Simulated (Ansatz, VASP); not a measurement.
# Ag in VASP and in Ansatz

```
CELL_PARAMETERS angstrom
4.61644 0.00000 0.00000
-2.30822 3.99795 0.00000
0.00000 0.00000 2.76601
ATOMIC_POSITIONS crystal
Ag 0.00000 0.00000 0.00000
Ag 0.33333 0.66667 0.50000
Ag 0.66667 0.33333 0.50000
```

Alike in both runs: functional PBEsol; k mesh 8 × 8 × 11; occupations fermi-dirac, width 0.1 eV; no spin polarisation.

Ansatz relaxed the structure, and its values are those at the end. VASP's run is a single point on that final structure, the one shown.

```csv
,VASP,Ansatz
version,VASP 6.6.1,Ansatz 0.2.0
potentials or method,"VASP PAW PBE potentials, release 64 (Ag), cutoff 520 eV","plane waves (420 eV) with PAW, scalar-relativistic"
valence electrons in the cell,33,57
```

```csv
,VASP,Ansatz,Ansatz less VASP
pressure (GPa),-0.2,0.0,+0.23
```

VASP's potentials were made for PBE, not for PBEsol, and Ansatz warns of the same on its side. With one functional, cell and mesh, what is left measures potentials, basis and numerics. VASP's potentials hold 33 valence electrons a cell and Ansatz's 57, so a difference there can come from the potentials and not from the codes.
